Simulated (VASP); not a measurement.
Crystal: SnSe2.

```xyz
3
Lattice="3.8419 0.0000 0.0000 -1.9209 3.3272 0.0000 0.0000 0.0000 6.4859" Properties=species:S:1:pos:R:3 pbc="T T T"
Sn    0.0000    0.0000    0.0000
Se    1.9209    1.1091    4.9105
Se    0.0000    2.2181    1.5754
```

- Program: VASP 6.6.1
- Task: relaxation of cell and atoms
- Functional: PBE
- Potentials or basis: VASP PAW PBE potentials, release 64 (Sn_d, Se)
- Cutoff: 600 eV
- k mesh: 12 × 12 × 4
- Occupations: gaussian, width 0.02 eV
- Spin: no spin polarisation

At the start: pressure 1.9 GPa; volume 27.64 Å³/atom.

Problem. Where does the relaxation end?

Solution. Over 19 steps the energy falls by 7.0 meV/atom and the volume is 30.03 Å³/atom (+8.7 %); space group P-3m1 (No. 164, to 0.1 Å) before and after.

The path:
| step | energy change (eV) | largest force (eV/Å) | pressure (GPa) | volume (Å³) |
| --- | --- | --- | --- | --- |
| 1 | 0.0000 | 0.2612 | 1.94 | 82.91 |
| 2 | -0.0073 | 0.2606 | -1.20 | 87.00 |
| 3 | -0.0156 | 0.0497 | 0.05 | 85.23 |
| 4 | -0.0158 | 0.0437 | 0.04 | 85.34 |
| 5 | -0.0164 | 0.0255 | 0.02 | 85.68 |
| 6 | -0.0169 | 0.0110 | -0.03 | 86.36 |
| 7 | -0.0170 | 0.0104 | -0.03 | 86.42 |
| 8 | -0.0175 | 0.0088 | -0.02 | 86.61 |
| 9 | -0.0183 | 0.0057 | -0.02 | 86.97 |
| 10 | -0.0196 | 0.0000 | 0.01 | 87.70 |
| 11 | -0.0206 | 0.0065 | 0.10 | 89.14 |
| 12 | -0.0207 | 0.0072 | 0.11 | 89.29 |
| 13 | -0.0208 | 0.0356 | -0.13 | 90.16 |
| 14 | -0.0208 | 0.0259 | -0.05 | 89.86 |
| 15 | -0.0209 | 0.0043 | -0.01 | 90.12 |
| 16 | -0.0209 | 0.0006 | -0.01 | 90.08 |
| 17 | -0.0209 | 0.0039 | 0.02 | 90.05 |
| 18 | -0.0209 | 0.0033 | 0.02 | 90.05 |
| 19 | -0.0209 | 0.0015 | 0.01 | 90.09 |

Final structure:
```
CELL_PARAMETERS angstrom
3.87276 0.00000 0.00000
-1.93638 3.35390 0.00000
0.00000 0.00000 6.93561
ATOMIC_POSITIONS crystal
Sn 0.00000 0.00000 0.00000
Se 0.66667 0.33333 0.76991
Se 0.33333 0.66667 0.23009
```

Caveat: this functional lacks dispersion, which binds the layers, so the pressure and a relaxed spacing across them are unreliable.
